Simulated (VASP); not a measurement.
Input of a VASP 6.6.1 run:

INCAR

```
ALGO = Normal
EDIFF = 1E-6
EDIFFG = -0.01
ENCUT = 600
GGA = CA
IBRION = 2
ISIF = 3
ISMEAR = 0
KPAR = 2
LASPH = T
LCHARG = F
LREAL = F
LWAVE = F
NELM = 80
NSW = 90
PREC = Accurate
SIGMA = 0.03
```

Contents of KPOINTS:

```
k-points
0
Gamma
  4 8 8
```

File POSCAR:

```
SnSe
1.0
   11.4200000000      0.0000000000      0.0000000000
    0.0000000000      4.1900000000      0.0000000000
    0.0000000000      0.0000000000      4.4600000000
Sn Se
4 4
Direct
    0.1230000000      0.2500000000      0.0910000000
    0.3770000000      0.7500000000      0.5910000000
    0.6230000000      0.2500000000      0.4090000000
    0.8770000000      0.7500000000      0.9090000000
    0.3570000000      0.2500000000      0.0160000000
    0.1430000000      0.7500000000      0.5160000000
    0.8570000000      0.2500000000      0.4840000000
    0.6430000000      0.7500000000      0.9840000000
```

Potentials or basis: VASP PAW LDA potentials, release 64 (Sn_d, Se).

The run is started by

```sh
$ cat potpaw_LDA.64/Sn_d/POTCAR potpaw_LDA.64/Se/POTCAR > POTCAR
$ mpirun -np 2 vasp_std > vasp.out
```

Task: What does it give for the space group after relaxing (to 0.1 Å)?

Result: Pnma (No. 62).

Task: What does it give for the band gap on the k mesh?

Result: 0.39 eV (least direct gap 0.71 eV).

Task: What does it give for the relaxed volume?

Result: 25.13 Å³/atom.

Stress tensor (GPa, compression positive):
```
 0.03  0.00  0.00
 0.00 -0.06  0.00
 0.00  0.00  0.04
```

Caveat: spin-orbit coupling is left out, which moves the levels of the heavy elements. LDA usually gives volumes a few per cent too small.
